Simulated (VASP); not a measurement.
LiTlTe2, 4 atoms in the cell. It takes space group P-4m2 (No. 115, tetragonal). Conventional cell: a = 4.598 Å, b = 4.598 Å, c = 6.473 Å, α = 90.00°, β = 90.00°, γ = 90.00°. Li (site symmetry -4m2) has 4 Te at 2.74 Å within 3.6 Å. Te (site symmetry 2mm) has 2 Li at 2.74 Å and 2 Tl at 2.88 Å within 3.6 Å. Within 3.8 Å of Tl (site symmetry -4m2) lie 4 Te at 2.88 Å. 

| Item | Value |
| --- | --- |
| Program | VASP 6.6.1 |
| Task | single point |
| Functional | PBE |
| Potentials or basis | VASP PAW PBE potentials, release 64 (Li_sv, Te, Tl_d) |
| Cutoff | 520 eV |
| k mesh | 4 × 4 × 2 |
| Occupations | gaussian, width 0.01 eV |
| Spin | no spin polarisation |
| Dipole correction | no |
| Further INCAR settings | ALGO = Normal; EDIFF = 1e-07; NBANDS = 22 |

Potentials or basis: VASP PAW PBE potentials, release 64 (Li_sv, Te, Tl_d).

Run with:

```console
$ cat potpaw_PBE.64/Li_sv/POTCAR potpaw_PBE.64/Te/POTCAR potpaw_PBE.64/Tl_d/POTCAR > POTCAR
$ mpirun -np 1 vasp_std > vasp.out
```

Hardware: 1 thread of AMD EPYC 7R43 64-Core Processor (Zen 3), with other jobs on the host.

Problem. How long does it take, and how much memory?

Solution. Run time: 61 s on 1 thread of AMD EPYC 7R43 64-Core Processor (Zen 3) (shared host), peak memory 0.21 GiB. Counts: scf iterations 16, k points 12.
